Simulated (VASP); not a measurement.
## SiNi3: single point with PBE+D3(BJ)

Crystal: SiNi3.

```
Ni Si
1.0
     3.46563    0.00000    0.00000
     0.00000    3.46563    0.00000
     0.00000    0.00000    3.46563
Ni Si
3 1
Direct
  0.00000 0.50000 0.50000
  0.50000 0.00000 0.50000
  0.50000 0.50000 0.00000
  0.00000 0.00000 0.00000
```

```
Program             : VASP 6.6.1
Task                : single point
Functional          : PBE
Dispersion          : D3(BJ)
Potentials or basis : VASP PAW PBE potentials, release 64 (Ni, Si)
Cutoff              : 600 eV
k mesh              : 12 × 12 × 12
Occupations         : gaussian, width 0.1 eV
Spin                : no spin polarisation
```

```yaml
Pressure: -0.2 GPa
Band_gap_on_the_k_mesh: zero (bands 17 and 18 overlap by 0.25 eV)
Dispersion_energy_per_atom: -0.512 eV
```

Levels at points of the mesh, in eV from the Fermi level:
| k point | band 14 | band 15 | band 16 | band 17 | band 18 | band 19 | band 20 | band 21 |
| --- | --- | --- | --- | --- | --- | --- | --- | --- |
| (0.00, 0.00, 0.00) | -0.65 | -0.65 | -0.31 | 0.04 | 0.04 | 0.04 | 5.16 | 6.49 |
| (0.50, 0.00, 0.00) | -1.36 | -1.20 | -0.58 | 0.04 | 3.74 | 3.74 | 5.35 | 5.35 |
| (0.50, 0.50, 0.00) | -1.50 | -1.17 | -1.07 | -0.99 | 0.69 | 0.69 | 5.80 | 6.51 |
| (0.50, 0.50, 0.50) | -1.31 | -1.31 | -0.46 | -0.21 | -0.21 | -0.21 | 1.36 | 4.18 |

Run time: 2.3 min on 1 thread of Intel Xeon 8259CL, with other jobs on the host, peak memory 0.23 GiB.

Spin polarisation is off, so any magnetic state and its effect on volume and gap are missing.
